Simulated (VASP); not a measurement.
**C: single point with PBEsol**

C:

```xyz
2
Lattice="0.0000 2.1908 3.3480 1.2648 0.0000 3.3480 1.2648 2.1908 0.0000" Properties=species:S:1:pos:R:3 pbc="T T T"
C     1.2648    0.7303    3.3480
C     1.2648    3.6513    3.3480
```

This cell differs from its parent crystal: equal xx and yy strain of +3 %.

* Program: VASP 6.6.1
* Task: single point
* Functional: PBEsol
* Potentials or basis: VASP PAW PBE potentials, release 64 (C)
* Cutoff: 520 eV
* k mesh: 18 × 18 × 18
* Occupations: fermi-dirac, width 0.05 eV
* Spin: no spin polarisation
* Dipole correction: no
* Further INCAR settings: ALGO = Normal; EDIFF = 1e-07; NBANDS = 11

- Pressure: -20.1 GPa
- Largest force: 0.004 eV/Å
- Band gap on the k mesh: 0.08 eV, indirect (least direct gap 0.16 eV)

Forces on the atoms (eV/Å):
```
C    0.000  0.004  0.000
C    0.000 -0.004  0.000
```

Stress tensor (GPa, compression positive):
```
-30.75   0.00   0.00
  0.00 -31.30   0.00
  0.00   0.00   1.80
```

Levels at points of the mesh, in eV from the valence-band top:
```
           k point  band 1  band 2  band 3  band 4  band 5  band 6  band 7  band 8  band 9
(0.00, 0.00, 0.00)  -18.97   -5.96   -2.96   -2.93    4.41    7.85    7.93   10.54   11.07
(0.50, 0.00, 0.00)  -13.87  -12.69   -6.11   -2.17    1.62    6.67   12.14   13.41   18.41
(0.50, 0.50, 0.00)  -18.64   -8.06   -2.97   -2.94    7.81    7.89   10.68   10.70   10.93
(0.50, 0.00, 0.50)  -13.99  -12.78   -6.08   -1.35    2.48    6.89   10.95   11.14   17.51
(0.00, 0.50, 0.50)  -13.74  -12.59   -6.15   -2.90    0.90    6.47   13.28   17.21   18.52
```

It took 2.2 min on 1 thread of Intel(R) Xeon(R) Platinum 8375C CPU @ 2.90GHz (Ice Lake), with other jobs on the host, peak memory 0.25 GiB.

Caveat: the cell differs from its parent crystal (equal xx and yy strain of +3 %); the PAW data sets were made with another functional, which shifts forces and pressure a little. A k mesh can miss the band edges.
